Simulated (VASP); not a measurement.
# LiCl (Fm-3m) in VASP: further runs

The runs below take LiCl through single point, with r2SCAN.

All numbers are computed with VASP 6.6.1; they aren't measurements. Logs are shortened: lines on timing, memory, paths and dates and some standing lists are left out, and cuts for length are marked.

## (1) The cell of the first run

Symmetry: Fm-3m, No. 225, cubic system. Conventional cell: a = 5.008 Å, b = 5.008 Å, c = 5.008 Å, α = 90.00°, β = 90.00°, γ = 90.00°. Within 3.3 Å of Li (site symmetry m-3m) lie 6 Cl at 2.50 Å. Cl (site symmetry m-3m) has 6 Li at 2.50 Å within 3.3 Å.

## (2) Single point, r2SCAN (volume changed by -6%)

POSCAR

```
LiCl
1.0
    0.0000000000      2.5038467884      2.5038467884
    2.5038467884      0.0000000000      2.5038467884
    2.5038467884      2.5038467884      0.0000000000
Li Cl
1 1
Direct
    0.0000000000      0.0000000000      0.0000000000
    0.5000000000      0.5000000000      0.5000000000
```

INCAR.step1

```
SYSTEM = LiCl
  PREC = Accurate
  ENCUT = 520
  ISMEAR = 0
  SIGMA = 0.01
  LREAL = .FALSE.
  LASPH = .TRUE.
  NELM = 80
  NBANDS = 12
  GGA = PE
  ALGO = Normal
  EDIFF = 1E-4
  LWAVE = .TRUE.
  LCHARG = .FALSE.
```

INCAR.step2

```
SYSTEM = LiCl
  PREC = Accurate
  ENCUT = 520
  EDIFF = 1E-7
  ISMEAR = 0
  SIGMA = 0.01
  LREAL = .FALSE.
  LASPH = .TRUE.
  NELM = 80
  ALGO = Normal
  ISIF = 2
  LWAVE = .FALSE.
  LCHARG = .FALSE.
  METAGGA = R2SCAN
  LMIXTAU = .TRUE.
  NBANDS = 12
  ISTART = 1
```

KPOINTS

```
regular mesh
0
G
  8 8 8
  0 0 0
```

Potentials or basis: VASP PAW PBE potentials, release 64 (Li_sv, Cl).

Started as:

```
$ cat potpaw_PBE.64/Li_sv/POTCAR potpaw_PBE.64/Cl/POTCAR > POTCAR
$ cp INCAR.step1 INCAR
$ mpirun -np 1 vasp_std > vasp.out
$ cp INCAR.step2 INCAR
$ mpirun -np 1 vasp_std > vasp.out
```

OUTCAR:

```text
SYSTEM = LiCl
   PREC = Accurate
   ENCUT = 520
   EDIFF = 1E-7
   ISMEAR = 0
   LREAL = .FALSE.
   LASPH = .TRUE.
   NELM = 80
   ISIF = 2
   METAGGA = R2SCAN
   ISTART = 1

 ion  position               nearest neighbor table
   1  0.000  0.000  0.000-   2 2.50   2 2.50   2 2.50   2 2.50   2 2.50   2 2.50
   2  0.500  0.500  0.500-   1 2.50   1 2.50   1 2.50   1 2.50   1 2.50   1 2.50

  LATTYP: Found a face centered cubic cell.
 ALAT       =     5.0076935768

  Lattice vectors:

 A1 = (   0.0000000000,   2.5038467884,   2.5038467884)
 A2 = (   2.5038467884,   0.0000000000,   2.5038467884)
 A3 = (   2.5038467884,   2.5038467884,   0.0000000000)

Analysis of symmetry for initial positions (statically):
=====================================================================
 Subroutine PRICEL returns:
 Original cell was already a primitive cell.

 Routine SETGRP: Setting up the symmetry group for a
 face centered cubic supercell.

 Subroutine GETGRP returns: Found 48 space group operations
 (whereof 48 operations were pure point group operations)
 out of a pool of 48 trial point group operations.

The static configuration has the point symmetry O_h .

Analysis of symmetry for dynamics (positions and initial velocities):
=====================================================================
 Subroutine PRICEL returns:
 Original cell was already a primitive cell.

 Routine SETGRP: Setting up the symmetry group for a
 face centered cubic supercell.

 Subroutine GETGRP returns: Found 48 space group operations
 (whereof 48 operations were pure point group operations)
 out of a pool of 48 trial point group operations.

The dynamic configuration has the point symmetry O_h .

 Subroutine INISYM returns: Found 48 space group operations
 (whereof 48 operations are pure point group operations),
 and found     1 'primitive' translations

----------------------------------------------------------------------------------------

                                     Primitive cell

  volume of cell :      31.3945

  direct lattice vectors                    reciprocal lattice vectors
     0.000000000  2.503846788  2.503846788    -0.199692730  0.199692730  0.199692730
     2.503846788  0.000000000  2.503846788     0.199692730 -0.199692730  0.199692730
     2.503846788  2.503846788  0.000000000     0.199692730  0.199692730 -0.199692730

  length of vectors
     3.540974086  3.540974086  3.540974086     0.345877954  0.345877954  0.345877954

  position of ions in fractional coordinates (direct lattice)
     0.000000000  0.000000000  0.000000000
     0.500000000  0.500000000  0.500000000

  ion indices of the primitive-cell ions
   primitive index   ion index
                 1           1
                 2           2

----------------------------------------------------------------------------------------

 KPOINTS: regular mesh

Automatic generation of k-mesh.
 Grid dimensions read from file:
 generate k-points for:    8    8    8

 Generating k-lattice:

  Cartesian coordinates                     Fractional coordinates (reciprocal lattice)
    -0.024961591  0.024961591  0.024961591     0.125000000  0.000000000  0.000000000
     0.024961591 -0.024961591  0.024961591     0.000000000  0.125000000  0.000000000
     0.024961591  0.024961591 -0.024961591     0.000000000  0.000000000  0.125000000

  Length of vectors
     0.043234744  0.043234744  0.043234744

  Shift w.r.t. Gamma in fractional coordinates (k-lattice)
     0.000000000  0.000000000  0.000000000

 Subroutine IBZKPT returns following result:
 ===========================================

 Found     29 irreducible k-points:

 Following reciprocal coordinates:
            Coordinates               Weight
  0.000000  0.000000  0.000000      1.000000
  0.125000  0.000000  0.000000      8.000000
  0.250000  0.000000  0.000000      8.000000
  0.375000  0.000000  0.000000      8.000000
  0.500000  0.000000  0.000000      4.000000
  0.125000  0.125000  0.000000      6.000000
[... 16 lines left out ...]
  0.500000  0.250000  0.125000     48.000000
 -0.375000  0.250000  0.125000     24.000000
 [... further k-points ...]
   k-points           NKPTS =     29   k-points in BZ     NKDIM =     29   number of bands    NBANDS=     12
   number of dos      NEDOS =    301   number of ions     NIONS =      2
   total plane-waves  NPLWV =  21952
   dimension x,y,z NGX =    28 NGY =   28 NGZ =   28
   dimension x,y,z NGXF=    56 NGYF=   56 NGZF=   56
   ions per type =               1   1
   NGX,Y,Z   is equivalent  to a cutoff of  13.15, 13.15, 13.15 a.u.
   NGXF,Y,Z  is equivalent  to a cutoff of  26.29, 26.29, 26.29 a.u.
 SYSTEM =  LiCl
   PREC   = accura    normal or accurate (medium, high low for compatibility)
   ISTART =      1    job   : 0-new  1-cont  2-samecut
   ICHARG =      0    charge: 1-file 2-atom 10-const
   ISPIN  =      1    spin polarized calculation?
   LNONCOLLINEAR =      F non collinear calculations
   LSORBIT =      F    spin-orbit coupling
   LASPH  =      T    aspherical Exc in radial PAW
   ENCUT  =  520.0 eV  38.22 Ry    6.18 a.u.   6.58  6.58  6.58*2*pi/ulx,y,z
   NELM   =     80;   NELMIN=  2; NELMDL=  0     # of ELM steps
   EDIFF  = 0.1E-06   stopping-criterion for ELM
   LREAL  =      F    real-space projection
   EDIFFG = 0.1E-05   stopping-criterion for IOM
   NSW    =      0    number of steps for IOM
   IBRION =     -1    ionic relax: 0-MD 1-quasi-New 2-CG
   NFREE  =      0    steps in history (QN), initial steepest desc. (CG)
   ISIF   =      2    stress and relaxation
   ISYM   =      2    0-nonsym 1-usesym 2-fastsym
   POTIM  = 0.5000    time-step for ionic-motion
   TEBEG  =    0.0;   TEEND  =   0.0 temperature during run
   PSTRESS=    0.0 pullay stress
   NELECT =      10.0000    total number of electrons
   NUPDOWN=      -1.0000    fix difference up-down
   EMIN   =  10.00;   EMAX   =-10.00  energy-range for DOS
   EFERMI =   0.00;   METHOD = LEGACY
   ISMEAR =     0;   SIGMA  =   0.01  broadening in eV -4-tet -1-fermi 0-gaus
   EFERMI_NEDOS =   21; number of points for ismear=-14 and -15
   IALGO  =     38    algorithm
   IMIX   =      4    mixing-type and parameters
     AMIX     =   0.40;   BMIX     =  1.00
     AMIX_MAG =   1.60;   BMIX_MAG =  1.00
  volume/ion in A,a.u.               =      15.70       105.93
  Fermi-wavevector in a.u.,A,eV,Ry     =   1.118039  2.112788 17.007445  1.250012
  Thomas-Fermi vector in A             =   2.254667
   LORBIT       =      0    0 simple, 1 ext, 2 COOP (PROOUT), +10 PAW based schemes
   METAGGA = R2SCAN    functional components
   LHFCALC =     F    Hartree Fock is set to
   AEXX    =    0.0000 exact exchange contribution
   IVDW    =     0    specifies the selected vdW correction
   LEPSILON=     F    determine dielectric tensor
   LRPA    =     F    only Hartree local field effects (RPA)
 non-spin polarized calculation
 Gauss-broadening in eV      SIGMA  =   0.01
  energy-cutoff  :      520.00
  volume of cell :       31.39
 maximum number of plane-waves:       877
 NGX is ok and might be reduce to    28
   NGX = 13   NGY = 13   NGZ = 13

 number of electron       9.9999992 magnetization

 Free energy of the ion-electron system (eV)
  ---------------------------------------------------
  ext. energy  EPLUGINS =         0.00000000
  ---------------------------------------------------
  free energy    TOTEN  =       -12.57840145 eV

  energy without entropy =      -12.57840145  energy(sigma->0) =      -12.57840145

 E-fermi :   0.9638     XC(G=0):  -9.4994

 val. band max:        0.7615506471   @ k =   0.0000   0.0000   0.0000
 cond. band min:       8.3819311325   @ k =   0.5000   0.0000   0.0000
 fundamental gap:      7.6203804854
 Fermi energy:         0.9637638673

 k-point     1 :       0.0000    0.0000    0.0000
  band No.  band energies     occupation
      1     -43.9657      2.00000
      2     -13.4957      2.00000
      3       0.7615      2.00000
      4       0.7615      2.00000
      5       0.7616      2.00000
      6       8.5540      0.00000
      7      13.4721      0.00000
      8      13.4721      0.00000
      9      13.4721      0.00000
     10      16.3273      0.00000
     11      16.3273      0.00000
     12      17.0967      0.00000

 k-point     2 :       0.1250    0.0000    0.0000
  band No.  band energies     occupation
      1     -43.9651      2.00000
      2     -13.4060      2.00000
      3       0.1895      2.00000
      4       0.7119      2.00000
      5       0.7119      2.00000
      6       8.9960      0.00000
      7      12.7797      0.00000
      8      13.4881      0.00000
      9      13.4883      0.00000
     10      14.9196      0.00000
     11      14.9198      0.00000
     12      17.5328      0.00000

 k-point     3 :       0.2500    0.0000    0.0000
  band No.  band energies     occupation
      1     -43.9637      2.00000
      2     -13.1758      2.00000
      3      -0.9834      2.00000
      4       0.5986      2.00000
      5       0.5986      2.00000
      6       9.1492      0.00000
      7      12.3869      0.00000
      8      12.3874      0.00000
      9      13.0144      0.00000
     10      15.7142      0.00000
     11      15.7142      0.00000
     12      18.1456      0.00000
[... 286 lines left out ...]
 k-point    23 :       0.5000    0.2500    0.1250
  band No.  band energies     occupation
      1     -43.9616      2.00000
      2     -12.7649      2.00000
      3      -1.8267      2.00000
      4      -0.6255      2.00000
      5       0.1891      2.00000
      6      10.1858      0.00000
      7      11.0941      0.00000
      8      12.1445      0.00000
      9      13.5265      0.00000
     10      16.5618      0.00000
     11      19.7629      0.00000
     12      20.3540      0.00000

 k-point    24 :      -0.3750    0.2500    0.1250
  band No.  band energies     occupation
      1     -43.9611      2.00000
      2     -12.6681      2.00000
      3      -2.0998      2.00000
      4      -0.7313      2.00000
      5       0.0883      2.00000
      6       9.9435      0.00000
      7      11.0464      0.00000
      8      12.3649      0.00000
      9      14.0085      0.00000
     10      17.6167      0.00000
     11      18.6663      0.00000
     12      20.4557      0.00000

 [... further k-points ...]
[... 5 lines left out ...]
  --------------------------------------------------------------------------------------
  -------------------------------------------------------------------------------------
  Total        0.3868429      0.3868429      0.3868429     -0.0000000      0.0000000      0.0000000
  in kB       19.7420382     19.7420382     19.7420382     -0.0000000      0.0000000      0.0000000
  external PRESSURE =      19.7420382 kB  Pullay stress =       0.0000000 kB

 VOLUME and BASIS-vectors are now :
 -----------------------------------------------------------------------------
  energy-cutoff  :      520.00
  volume of cell :       31.39
      direct lattice vectors                 reciprocal lattice vectors
     0.000000000  2.503846788  2.503846788    -0.199692730  0.199692730  0.199692730
     2.503846788  0.000000000  2.503846788     0.199692730 -0.199692730  0.199692730
     2.503846788  2.503846788  0.000000000     0.199692730  0.199692730 -0.199692730

 POSITION                                       TOTAL-FORCE (eV/Angst)
 -----------------------------------------------------------------------------------
      0.00000      0.00000      0.00000        -0.000000     -0.000000     -0.000000
      2.50385      2.50385      2.50385         0.000000      0.000000      0.000000
 -----------------------------------------------------------------------------------
    total drift:                                0.000000      0.000000      0.000000

  FREE ENERGIE OF THE ION-ELECTRON SYSTEM (eV)
  ---------------------------------------------------
  free  energy   TOTEN  =       -12.5784014537 eV

  energy  without entropy=      -12.5784014537  energy(sigma->0) =      -12.57840145
```

It took 68 s on 1 thread of Intel Xeon Platinum 8488C (Sapphire Rapids), shared host; peak memory 0.15 GiB.

Results:

```yaml
Free_energy: -12.5784 eV
Band_gap_on_the_k_mesh: 7.62 eV, indirect (least direct gap 7.79 eV)
```

Caveat: the cutoff is under 1.25 times the usual one of these potentials, so pressure, stress and relaxed cells hold a basis-set (Pulay) error; the PAW data sets were made with another functional, which shifts forces and pressure a little. A k mesh can miss the band edges.

## (3) Single point, r2SCAN (volume changed by -3%)

POSCAR

```
LiCl
1.0
    0.0000000000      2.5302050073      2.5302050073
    2.5302050073      0.0000000000      2.5302050073
    2.5302050073      2.5302050073      0.0000000000
Li Cl
1 1
Direct
    0.0000000000      0.0000000000      0.0000000000
    0.5000000000      0.5000000000      0.5000000000
```

INCAR.step1

```
SYSTEM = LiCl
ALGO = Normal ; EDIFF = 1E-4
ENCUT = 520 ; GGA = PE
ISMEAR = 0 ; LASPH = .True.
LCHARG = .False. ; LREAL = .False.
LWAVE = .True. ; NBANDS = 12
NELM = 80 ; PREC = Accurate
SIGMA = 0.01
```

INCAR.step2

```
SYSTEM = LiCl
ALGO = Normal ; EDIFF = 1E-7
ENCUT = 520 ; ISIF = 2
ISMEAR = 0 ; ISTART = 1
LASPH = .True. ; LCHARG = .False.
LMIXTAU = .True. ; LREAL = .False.
LWAVE = .False. ; METAGGA = R2SCAN
NBANDS = 12 ; NELM = 80
PREC = Accurate ; SIGMA = 0.01
```

KPOINTS

```
k-points
0
Gamma
  8 8 8
  0 0 0
```

Potentials or basis: VASP PAW PBE potentials, release 64 (Li_sv, Cl).

Started as:

```
$ cat potpaw_PBE.64/Li_sv/POTCAR potpaw_PBE.64/Cl/POTCAR > POTCAR
$ cp INCAR.step1 INCAR
$ mpirun -np 1 vasp_std > vasp.out
$ cp INCAR.step2 INCAR
$ mpirun -np 1 vasp_std > vasp.out
```

OUTCAR:

```text
SYSTEM = LiCl
   EDIFF = 1E-7
   ENCUT = 520
   ISIF = 2
   ISMEAR = 0
   ISTART = 1
   LASPH = .True.
   LREAL = .False.
   METAGGA = R2SCAN
   NELM = 80
   PREC = Accurate

 ion  position               nearest neighbor table
   1  0.000  0.000  0.000-   2 2.53   2 2.53   2 2.53   2 2.53   2 2.53   2 2.53
   2  0.500  0.500  0.500-   1 2.53   1 2.53   1 2.53   1 2.53   1 2.53   1 2.53

  LATTYP: Found a face centered cubic cell.
 ALAT       =     5.0604100146

  Lattice vectors:

 A1 = (   0.0000000000,   2.5302050073,   2.5302050073)
 A2 = (   2.5302050073,   0.0000000000,   2.5302050073)
 A3 = (   2.5302050073,   2.5302050073,   0.0000000000)
[... 538 lines left out ...]
     10      17.2057      0.00000
     11      18.1519      0.00000
     12      19.9769      0.00000

 [... further k-points ...]
[... 5 lines left out ...]
  --------------------------------------------------------------------------------------
  -------------------------------------------------------------------------------------
  Total        0.1280001      0.1280001      0.1280001      0.0000000      0.0000000      0.0000000
  in kB        6.3302916      6.3302916      6.3302916      0.0000000      0.0000000      0.0000000
  external PRESSURE =       6.3302916 kB  Pullay stress =       0.0000000 kB

 VOLUME and BASIS-vectors are now :
 -----------------------------------------------------------------------------
  energy-cutoff  :      520.00
  volume of cell :       32.40
      direct lattice vectors                 reciprocal lattice vectors
     0.000000000  2.530205007  2.530205007    -0.197612446  0.197612446  0.197612446
     2.530205007  0.000000000  2.530205007     0.197612446 -0.197612446  0.197612446
     2.530205007  2.530205007  0.000000000     0.197612446  0.197612446 -0.197612446

 POSITION                                       TOTAL-FORCE (eV/Angst)
 -----------------------------------------------------------------------------------
      0.00000      0.00000      0.00000         0.000000      0.000000     -0.000000
      2.53021      2.53021      2.53021        -0.000000     -0.000000      0.000000
 -----------------------------------------------------------------------------------
    total drift:                                0.000000      0.000000      0.000000

  FREE ENERGIE OF THE ION-ELECTRON SYSTEM (eV)
  ---------------------------------------------------
  free  energy   TOTEN  =       -12.5869058950 eV

  energy  without entropy=      -12.5869058950  energy(sigma->0) =      -12.58690590
```

OUTCAR.step1:

```text
SYSTEM = LiCl
   EDIFF = 1E-4
   ENCUT = 520
   GGA = PE
   ISMEAR = 0
   LASPH = .True.
   LREAL = .False.
[... 582 lines left out ...]
      0.00000      0.00000      0.00000        -0.000000      0.000000      0.000000
      2.53021      2.53021      2.53021         0.000000     -0.000000     -0.000000
 -----------------------------------------------------------------------------------
    total drift:                                0.000000      0.000000      0.000000

  FREE ENERGIE OF THE ION-ELECTRON SYSTEM (eV)
  ---------------------------------------------------
  free  energy   TOTEN  =        -7.3764964042 eV

  energy  without entropy=       -7.3764964042  energy(sigma->0) =       -7.37649640
```

OSZICAR.step1:

```text
N       E                     dE             d eps       ncg     rms          rms(c)
DAV:   1     0.400767705311E+02    0.40077E+02   -0.42030E+03   704   0.780E+02
DAV:   2    -0.510524455713E+01   -0.45182E+02   -0.43388E+02   864   0.145E+02
DAV:   3    -0.738553445940E+01   -0.22803E+01   -0.22740E+01   912   0.335E+01
DAV:   4    -0.743694093618E+01   -0.51406E-01   -0.51390E-01   960   0.540E+00
DAV:   5    -0.743793522348E+01   -0.99429E-03   -0.99426E-03   904   0.613E-01    0.244E+00
DAV:   6    -0.737128257672E+01    0.66653E-01   -0.13948E-01   892   0.178E+00    0.174E+00
DAV:   7    -0.737274055758E+01   -0.14580E-02   -0.47773E-02  1052   0.116E+00    0.934E-01
DAV:   8    -0.737653775192E+01   -0.37972E-02   -0.59290E-03   828   0.530E-01    0.155E-01
DAV:   9    -0.737649640419E+01    0.41348E-04   -0.17889E-04   860   0.925E-02
   1 F= -.73764964E+01 E0= -.73764964E+01  d E =-.508422E-90
```

Run time: 74 s. Hardware: 1 thread of Intel Xeon Platinum 8488C (Sapphire Rapids), shared host; peak memory 0.15 GiB.

Results:

```yaml
Free_energy: -12.5869 eV
Band_gap_on_the_k_mesh: 7.57 eV, direct
```

Caveat: the cutoff is under 1.25 times the usual one of these potentials, so pressure, stress and relaxed cells hold a basis-set (Pulay) error; the PAW data sets were made with another functional, which shifts forces and pressure a little. A k mesh can miss the band edges.

(Continued in part 2 of 2.)
